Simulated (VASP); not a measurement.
Crystal: Ni.

```
Ni
1.0
     2.44802    0.00000    0.00000
    -1.22401    2.12005    0.00000
     0.00000    0.00000    4.07281
Ni
2
Cartesian
  1.2240 0.7067 3.0546
  0.0000 1.4134 1.0182
```

Base run:

- Program: VASP 6.6.1
- Functional: PBEsol
- Potentials or basis: VASP PAW PBE potentials, release 64 (Ni)
- Cutoff: 520 eV
- k mesh: 10 × 10 × 6
- Occupations: fermi-dirac, width 0.05 eV
- Spin: collinear spin, ferromagnetic start
- Starting moments: [2.0, 2.0] μB
- Fixed moment: 4 μB

Its results: pressure 24.9 GPa; site moments Ni +1.89 μB.

Task: The run is repeated on the same cell with these changes: functional from PBEsol to PBE; further incar settings from ALGO = Normal; EDIFF = 1e-06; NBANDS = 21 to ALGO = Normal; EDIFF = 1e-07; NBANDS = 21. What comes out?

Result: Pressure 35.2 GPa; site moments Ni +1.89 μB.

Caveats: the total moment is fixed, so each spin has its own Fermi level; the PAW data sets were made with another functional, which shifts forces and pressure a little (some runs).
